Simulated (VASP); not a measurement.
# ZnS (R3m) in VASP: notebook

ZnS is run at these levels: LDA, BLYP, PBEsol; tasks: single point.

Everything below comes from runs of VASP 6.6.1. Logs are shortened: lines on timing, memory, paths and dates and some standing lists are left out, and cuts for length are marked.

### Step 1. The cell of the first run

Symmetry: R3m, No. 160, trigonal system. The conventional cell has a = 3.806 Å, b = 3.806 Å, c = 28.056 Å, α = 90.00°, β = 90.00°, γ = 120.00°. Within 3.1 Å of Zn (site symmetry 3m) lie 4 S at 2.33 to 2.34 Å. Zn (site symmetry 3m) has 4 S at 2.33 Å within 3.1 Å. Within 3.1 Å of Zn (site symmetry 3m) lie 4 S at 2.33 to 2.34 Å. S (site symmetry 3m) has 4 Zn at 2.33 to 2.34 Å within 3.1 Å. S (site symmetry 3m) has 4 Zn at 2.33 to 2.34 Å within 3.1 Å. S (site symmetry 3m) has 4 Zn at 2.33 Å within 3.1 Å.

### Step 2. Single point, LDA

Input file INCAR:

```
  PREC = Accurate
  ENCUT = 500
  EDIFF = 1E-6
  ISMEAR = 0
  SIGMA = 0.01
  LREAL = False
  LASPH = True
  NELM = 120
  ALGO = Normal
  ISIF = 2
  LWAVE = False
  LCHARG = True
  LELF = True
  LVHAR = True
  NBANDS = 36
  GGA_COMPAT = False
```

Input file KPOINTS:

```
Automatic mesh
0
Gamma
  6 6 6
```

Input file POSCAR:

```
ZnS
1.0
    1.9030700000      1.0987379768      9.3519466667
   -1.9030700000      1.0987379768      9.3519466667
    0.0000000000     -2.1974759536      9.3519466667
Zn S
3 3
Direct
    0.9999666667      0.9999666667      0.9999666667
    0.2222700000      0.2222700000      0.2222700000
    0.4446133333      0.4446133333      0.4446133333
    0.0832700000      0.0832700000      0.0832700000
    0.5278433333      0.5278433333      0.5278433333
    0.3053600000      0.3053600000      0.3053600000
```

Potentials or basis: VASP PAW LDA potentials, release 64 (Zn, S).

Run with:

```
$ cat potpaw_LDA.64/Zn/POTCAR potpaw_LDA.64/S/POTCAR > POTCAR
$ mpirun -np 1 vasp_std > vasp.out
```

OUTCAR:

```text
PREC = Accurate
   ENCUT = 500
   EDIFF = 1E-6
   ISMEAR = 0
   LREAL = False
   LASPH = True
   NELM = 120
   ISIF = 2

 ion  position               nearest neighbor table
   1  1.000  1.000  1.000-   6 2.33   6 2.33   6 2.33   4 2.34
   2  0.222  0.222  0.222-   6 2.33   5 2.33   5 2.33   5 2.33
   3  0.445  0.445  0.445-   4 2.33   4 2.33   4 2.33   5 2.34
   4  0.083  0.083  0.083-   3 2.33   3 2.33   3 2.33   1 2.34
   5  0.528  0.528  0.528-   2 2.33   2 2.33   2 2.33   3 2.34
   6  0.305  0.305  0.305-   2 2.33   1 2.33   1 2.33   1 2.33

  LATTYP: Found a trigonal (rhomboedric) cell.
 ALAT       =     9.6066543096
 COS(alpha) =     0.9215134579

  Lattice vectors:

 A1 = (   1.9030700000,   1.0987379768,   9.3519466667)
 A2 = (  -1.9030700000,   1.0987379768,   9.3519466667)
 A3 = (   0.0000000000,  -2.1974759536,   9.3519466667)

Analysis of symmetry for initial positions (statically):
=====================================================================
 Subroutine PRICEL returns:
 Original cell was already a primitive cell.

 Routine SETGRP: Setting up the symmetry group for a
 trigonal (rhombohedral) supercell.

 Subroutine GETGRP returns: Found  6 space group operations
 (whereof  6 operations were pure point group operations)
 out of a pool of 12 trial point group operations.

The static configuration has the point symmetry C_3v.

Analysis of symmetry for dynamics (positions and initial velocities):
=====================================================================
 Subroutine PRICEL returns:
 Original cell was already a primitive cell.

 Routine SETGRP: Setting up the symmetry group for a
 trigonal (rhombohedral) supercell.

 Subroutine GETGRP returns: Found  6 space group operations
 (whereof  6 operations were pure point group operations)
 out of a pool of 12 trial point group operations.

The dynamic configuration has the point symmetry C_3v.

 Subroutine INISYM returns: Found  6 space group operations
 (whereof  6 operations are pure point group operations),
 and found     1 'primitive' translations

----------------------------------------------------------------------------------------

                                     Primitive cell

  volume of cell :     117.3281

  direct lattice vectors                    reciprocal lattice vectors
     1.903070000  1.098737977  9.351946667     0.262733373  0.151689184  0.035643203
    -1.903070000  1.098737977  9.351946667    -0.262733373  0.151689184  0.035643203
     0.000000000 -2.197475954  9.351946667     0.000000000 -0.303378367  0.035643203

  length of vectors
     9.606654310  9.606654310  9.606654310     0.305465009  0.305465009  0.305465009

  position of ions in fractional coordinates (direct lattice)
     0.999966667  0.999966667  0.999966667
     0.222270000  0.222270000  0.222270000
     0.444613333  0.444613333  0.444613333
     0.083270000  0.083270000  0.083270000
     0.527843333  0.527843333  0.527843333
     0.305360000  0.305360000  0.305360000

  ion indices of the primitive-cell ions
   primitive index   ion index
                 1           1
                 2           2
                 3           3
                 4           4
                 5           5
                 6           6

----------------------------------------------------------------------------------------

 KPOINTS: Automatic mesh

Automatic generation of k-mesh.
 Grid dimensions read from file:
 generate k-points for:    6    6    6

 Generating k-lattice:

  Cartesian coordinates                     Fractional coordinates (reciprocal lattice)
     0.043788895  0.025281531  0.005940534     0.166666667  0.000000000  0.000000000
    -0.043788895  0.025281531  0.005940534     0.000000000  0.166666667  0.000000000
     0.000000000 -0.050563061  0.005940534     0.000000000  0.000000000  0.166666667

  Length of vectors
     0.050910835  0.050910835  0.050910835

  Shift w.r.t. Gamma in fractional coordinates (k-lattice)
     0.000000000  0.000000000  0.000000000

 Subroutine IBZKPT returns following result:
 ===========================================

 Found     32 irreducible k-points:

 Following reciprocal coordinates:
            Coordinates               Weight
  0.000000  0.000000  0.000000      1.000000
  0.166667  0.000000  0.000000      6.000000
  0.333333  0.000000  0.000000      6.000000
  0.500000  0.000000  0.000000      3.000000
  0.166667  0.166667  0.000000      6.000000
  0.333333  0.166667  0.000000     12.000000
[... 16 lines left out ...]
  0.500000  0.500000  0.166667      6.000000
 -0.333333  0.500000  0.166667     12.000000
 [... further k-points ...]
   k-points           NKPTS =     32   k-points in BZ     NKDIM =     32   number of bands    NBANDS=     36
   number of dos      NEDOS =    301   number of ions     NIONS =      6
   total plane-waves  NPLWV = 343000
   dimension x,y,z NGX =    70 NGY =   70 NGZ =   70
   dimension x,y,z NGXF=   140 NGYF=  140 NGZF=  140
   ions per type =               3   3
   NGX,Y,Z   is equivalent  to a cutoff of  12.11, 12.11, 12.11 a.u.
   NGXF,Y,Z  is equivalent  to a cutoff of  24.23, 24.23, 24.23 a.u.
 SYSTEM =  unknown system
   PREC   = accura    normal or accurate (medium, high low for compatibility)
   ISTART =      0    job   : 0-new  1-cont  2-samecut
   ICHARG =      2    charge: 1-file 2-atom 10-const
   ISPIN  =      1    spin polarized calculation?
   LNONCOLLINEAR =      F non collinear calculations
   LSORBIT =      F    spin-orbit coupling
   LASPH  =      T    aspherical Exc in radial PAW
   ENCUT  =  500.0 eV  36.75 Ry    6.06 a.u.  17.52 17.52 17.52*2*pi/ulx,y,z
   NELM   =    120;   NELMIN=  2; NELMDL= -5     # of ELM steps
   EDIFF  = 0.1E-05   stopping-criterion for ELM
   LREAL  =      F    real-space projection
   EDIFFG = 0.1E-04   stopping-criterion for IOM
   NSW    =      0    number of steps for IOM
   IBRION =     -1    ionic relax: 0-MD 1-quasi-New 2-CG
   NFREE  =      0    steps in history (QN), initial steepest desc. (CG)
   ISIF   =      2    stress and relaxation
   ISYM   =      2    0-nonsym 1-usesym 2-fastsym
   POTIM  = 0.5000    time-step for ionic-motion
   TEBEG  =    0.0;   TEEND  =   0.0 temperature during run
   PSTRESS=    0.0 pullay stress
   NELECT =      54.0000    total number of electrons
   NUPDOWN=      -1.0000    fix difference up-down
   EMIN   =  10.00;   EMAX   =-10.00  energy-range for DOS
   EFERMI =   0.00;   METHOD = LEGACY
   ISMEAR =     0;   SIGMA  =   0.01  broadening in eV -4-tet -1-fermi 0-gaus
   EFERMI_NEDOS =   21; number of points for ismear=-14 and -15
   IALGO  =     38    algorithm
   IMIX   =      4    mixing-type and parameters
     AMIX     =   0.40;   BMIX     =  1.00
     AMIX_MAG =   1.60;   BMIX_MAG =  1.00
  volume/ion in A,a.u.               =      19.55       131.96
  Fermi-wavevector in a.u.,A,eV,Ry     =   1.263976  2.388568 21.737135  1.597634
  Thomas-Fermi vector in A             =   2.397305
   LORBIT       =      0    0 simple, 1 ext, 2 COOP (PROOUT), +10 PAW based schemes
   GGA     = CA    functional components
   LHFCALC =     F    Hartree Fock is set to
   AEXX    =    0.0000 exact exchange contribution
   IVDW    =     0    specifies the selected vdW correction
   LEPSILON=     F    determine dielectric tensor
   LRPA    =     F    only Hartree local field effects (RPA)
 non-spin polarized calculation
 Gauss-broadening in eV      SIGMA  =   0.01
  energy-cutoff  :      500.00
  volume of cell :      117.33
 maximum number of plane-waves:      2996
   NGX = 35   NGY = 35   NGZ = 35

 number of electron      54.0000004 magnetization

 Free energy of the ion-electron system (eV)
  ---------------------------------------------------
  ext. energy  EPLUGINS =         0.00000000
  ---------------------------------------------------
  free energy    TOTEN  =       -24.54012451 eV

  energy without entropy =      -24.54012451  energy(sigma->0) =      -24.54012451

 E-fermi :   2.1042     XC(G=0): -10.0753

 val. band max:        2.0236902466   @ k =   0.0000   0.0000   0.0000
 cond. band min:       3.9937449333   @ k =   0.0000   0.0000   0.0000
 fundamental gap:      1.9700546866
 Fermi energy:         2.1042300498

 k-point     1 :       0.0000    0.0000    0.0000
  band No.  band energies     occupation
      1     -11.1656      2.00000
      2     -10.4782      2.00000
      3     -10.4681      2.00000
      4      -4.5175      2.00000
      5      -4.5075      2.00000
      6      -4.5075      2.00000
[... 28 lines left out ...]
     35       8.8079      0.00000
     36       9.2343      0.00000

 k-point     2 :       0.1667    0.0000    0.0000
  band No.  band energies     occupation
      1     -10.9744      2.00000
      2     -10.3886      2.00000
      3     -10.2954      2.00000
      4      -4.5202      2.00000
      5      -4.4874      2.00000
      6      -4.4730      2.00000
[... 28 lines left out ...]
     35       8.8533      0.00000
     36       9.6003      0.00000

 k-point     3 :       0.3333    0.0000    0.0000
  band No.  band energies     occupation
      1     -10.5166      2.00000
      2     -10.1230      2.00000
      3     -10.0211      2.00000
      4      -4.5247      2.00000
      5      -4.4795      2.00000
      6      -4.4240      2.00000
[... 28 lines left out ...]
     35       9.7184      0.00000
     36      10.2761      0.00000

 k-point     4 :       0.5000    0.0000    0.0000
  band No.  band energies     occupation
      1     -10.2035      2.00000
      2      -9.9559      2.00000
      3      -9.9463      2.00000
      4      -4.5219      2.00000
      5      -4.4660      2.00000
      6      -4.4014      2.00000
[... 28 lines left out ...]
     35      10.1797      0.00000
     36      10.8928      0.00000

 k-point     5 :       0.1667    0.1667    0.0000
  band No.  band energies     occupation
      1     -10.9663      2.00000
      2     -10.4421      2.00000
      3     -10.2494      2.00000
      4      -4.5239      2.00000
      5      -4.4810      2.00000
      6      -4.4711      2.00000
[... 655 lines left out ...]
 k-point    22 :      -0.1667    0.3333    0.1667
  band No.  band energies     occupation
      1     -10.2112      2.00000
      2     -10.0043      2.00000
      3      -9.9034      2.00000
      4      -4.4752      2.00000
      5      -4.4161      2.00000
      6      -4.3884      2.00000
[... 28 lines left out ...]
     35       9.4834      0.00000
     36      10.1352      0.00000

 k-point    23 :       0.5000    0.5000    0.1667
  band No.  band energies     occupation
      1     -10.4219      2.00000
      2     -10.3242      2.00000
      3      -9.9146      2.00000
      4      -4.5390      2.00000
      5      -4.4768      2.00000
      6      -4.4234      2.00000
[... 28 lines left out ...]
     35       9.7713      0.00000
     36       9.8279      0.00000

 k-point    24 :      -0.3333    0.5000    0.1667
  band No.  band energies     occupation
      1     -10.1327      2.00000
      2     -10.1243      2.00000
      3      -9.8632      2.00000
      4      -4.4773      2.00000
      5      -4.4178      2.00000
      6      -4.3922      2.00000
[... 28 lines left out ...]
     35       9.4672      0.00000
     36      10.5751      0.00000

 [... further k-points ...]
[... 5 lines left out ...]
  --------------------------------------------------------------------------------------
  -------------------------------------------------------------------------------------
  Total       -2.7150752     -2.7150752     -2.7107831      0.0000000      0.0000000      0.0000000
  in kB      -37.0757775    -37.0757775    -37.0171666      0.0000000      0.0000000      0.0000000
  external PRESSURE =     -37.0562405 kB  Pullay stress =       0.0000000 kB

 VOLUME and BASIS-vectors are now :
 -----------------------------------------------------------------------------
  energy-cutoff  :      500.00
  volume of cell :      117.33
      direct lattice vectors                 reciprocal lattice vectors
     1.903070000  1.098737977  9.351946667     0.262733373  0.151689184  0.035643203
    -1.903070000  1.098737977  9.351946667    -0.262733373  0.151689184  0.035643203
     0.000000000 -2.197475954  9.351946667     0.000000000 -0.303378367  0.035643203

 POSITION                                       TOTAL-FORCE (eV/Angst)
 -----------------------------------------------------------------------------------
      0.00000      0.00000     28.05490         0.000000     -0.000000     -0.003458
      0.00000      0.00000      6.23597         0.000000     -0.000000      0.000016
      0.00000      0.00000     12.47400         0.000000      0.000000     -0.012446
      0.00000      0.00000      2.33621         0.000000     -0.000000      0.005508
      0.00000      0.00000     14.80909         0.000000     -0.000000      0.002292
      0.00000      0.00000      8.56713         0.000000     -0.000000      0.008088
 -----------------------------------------------------------------------------------
    total drift:                               -0.000000      0.000000      0.000721

  FREE ENERGIE OF THE ION-ELECTRON SYSTEM (eV)
  ---------------------------------------------------
  free  energy   TOTEN  =       -24.5401245126 eV

  energy  without entropy=      -24.5401245126  energy(sigma->0) =      -24.54012451
```

Wall time 23 min (1 thread of AMD EPYC 7R43 (Zen 3), shared host); peak memory 0.47 GiB.

Results:

| Property | Result |
| --- | --- |
| Free energy | -24.5401 eV |
| Pressure | -3.7 GPa |
| Largest force | 0.012 eV/Å |
| Band gap on the k mesh | 1.97 eV |

Forces on the atoms (eV/Å):
```
Zn   0.000  0.000 -0.003
Zn   0.000  0.000  0.000
Zn   0.000  0.000 -0.012
S    0.000  0.000  0.006
S    0.000  0.000  0.002
S    0.000  0.000  0.008
```

Caveat: the cell stands under tension.

### Step 3. Single point, BLYP

Input file INCAR:

```
AGGAC    = 1.0          
AGGAX    = 1.0          
ALDAC    = 0.0          
ALDAX    = 1.0          
ALGO     = Normal         # electronic algorithm
EDIFF    = 1E-6           # SCF threshold, eV
ENCUT    = 500            # plane-wave cutoff, eV
GGA      = B5             # functional
GGA_COMPAT= False        
ISIF     = 2              # what is computed and relaxed
ISMEAR   = 0              # smearing method
LASPH    = True           # aspherical terms in the spheres
LCHARG   = False          # write CHGCAR
LREAL    = False          # projectors in reciprocal space
LWAVE    = False          # write WAVECAR
NBANDS   = 36             # bands
NELM     = 120            # most SCF steps
PREC     = Accurate       # precision mode
SIGMA    = 0.01           # smearing width, eV
```

Input file KPOINTS:

```
k-points
0
Gamma
  6 6 6
```

POSCAR is that of step 2.

Potentials or basis: VASP PAW PBE potentials, release 64 (Zn, S).

Run with:

```
$ cat potpaw_PBE.64/Zn/POTCAR potpaw_PBE.64/S/POTCAR > POTCAR
$ mpirun -np 1 vasp_std > vasp.out
```

Run time: 20 min. Hardware: 1 thread of AMD EPYC 7R43 (Zen 3), shared host; peak memory 0.64 GiB.

The run converged. Its results:

```
Free energy            : -17.2770 eV
Pressure               : 6.4 GPa
Largest force          : 0.010 eV/Å
Band gap on the k mesh : 2.21 eV
```

Forces in eV/Å, atoms in the order of the input:
```
Zn   0.000  0.000  0.003
Zn   0.000  0.000  0.009
Zn   0.000  0.000 -0.001
S    0.000  0.000 -0.010
S    0.000  0.000 -0.002
S    0.000  0.000  0.001
```

Stress tensor (GPa, compression positive):
```
6.33 0.00 0.00
0.00 6.33 0.00
0.00 0.00 6.46
```

Levels at points of the mesh, in eV from the valence-band top:
| k point | band 25 | band 26 | band 27 | band 28 | band 29 | band 30 |
| --- | --- | --- | --- | --- | --- | --- |
| (0.00, 0.00, 0.00) | -0.06 | 0.00 | 0.00 | 2.21 | 3.35 | 3.50 |
| (0.50, 0.00, 0.00) | -1.91 | -1.28 | -0.88 | 3.41 | 3.95 | 4.11 |
| (0.50, 0.50, 0.00) | -1.26 | -1.26 | -1.25 | 3.40 | 3.73 | 4.34 |
| (0.50, 0.50, 0.50) | -0.25 | -0.24 | -0.24 | 3.20 | 3.31 | 3.44 |

Caveat: the cell stands under pressure; the PAW data sets were made with another functional, which shifts forces and pressure a little.

### Step 4. Single point, PBEsol

Input file INCAR:

```
PREC = Accurate
ENCUT = 500
EDIFF = 1E-6
ISMEAR = 0
SIGMA = 0.01
LREAL = F
LASPH = T
NELM = 120
ALGO = Normal
ISIF = 2
LWAVE = F
LCHARG = F
GGA = PS
NBANDS = 36
GGA_COMPAT = F
```

Input file KPOINTS:

```
Automatic mesh
0
Gamma
  6 6 6
```

POSCAR is that of step 3.

Run with:

```
$ cat potpaw_PBE.64/Zn/POTCAR potpaw_PBE.64/S/POTCAR > POTCAR
$ mpirun -np 1 vasp_std > vasp.out
```

Wall time 16 min (1 thread of AMD EPYC 7R43 (Zen 3), shared host); peak memory 0.61 GiB.

The run converged. Its results:

- Free energy: -22.7454 eV
- Pressure: -1.1 GPa
- Largest force: 0.009 eV/Å
- Band gap on the k mesh: 2.06 eV

Forces on the atoms (eV/Å):
```
Zn   0.000  0.000  0.000
Zn   0.000  0.000 -0.001
Zn   0.000  0.000 -0.009
S    0.000  0.000  0.002
S    0.000  0.000  0.000
S    0.000  0.000  0.009
```

Levels at points of the mesh, in eV from the valence-band top:
| k point | band 24 | band 25 | band 26 | band 27 | band 28 | band 29 | band 30 | band 31 |
| --- | --- | --- | --- | --- | --- | --- | --- | --- |
| (0.00, 0.00, 0.00) | -0.70 | -0.06 | 0.00 | 0.00 | 2.06 | 3.21 | 3.36 | 6.23 |
| (0.50, 0.00, 0.00) | -1.98 | -1.97 | -1.33 | -0.90 | 3.19 | 3.78 | 3.94 | 4.78 |
| (0.50, 0.50, 0.00) | -1.92 | -1.30 | -1.29 | -1.29 | 3.20 | 3.51 | 4.16 | 4.85 |
| (0.50, 0.50, 0.50) | -0.26 | -0.26 | -0.24 | -0.24 | 3.06 | 3.19 | 3.33 | 6.16 |

Caveat: the PAW data sets were made with another functional, which shifts forces and pressure a little.

### Step 5. Summary

```tsv
level	potentials or basis	gap on the mesh (eV)	pressure (GPa)	largest force (eV/Å)
LDA	VASP PAW LDA potentials, release 64 (Zn, S)	1.97	-3.7	0.01
BLYP	VASP PAW PBE potentials, release 64 (Zn, S)	2.21	6.4	0.01
PBEsol	VASP PAW PBE potentials, release 64 (Zn, S)	2.06	-1.1	0.01
```

Alike in all rows: task single point; no spin polarisation; cell as given; k mesh 6 × 6 × 6; cutoff (eV) 500; smearing gaussian 0.01 eV.

Caveats: the PAW data sets were made with another functional, which shifts forces and pressure a little (at least some runs); the cell stands under tension (at least some runs); the cell stands under pressure (at least some runs).

Total energies depend on the potentials used, so only differences within one code and one set of settings carry meaning.
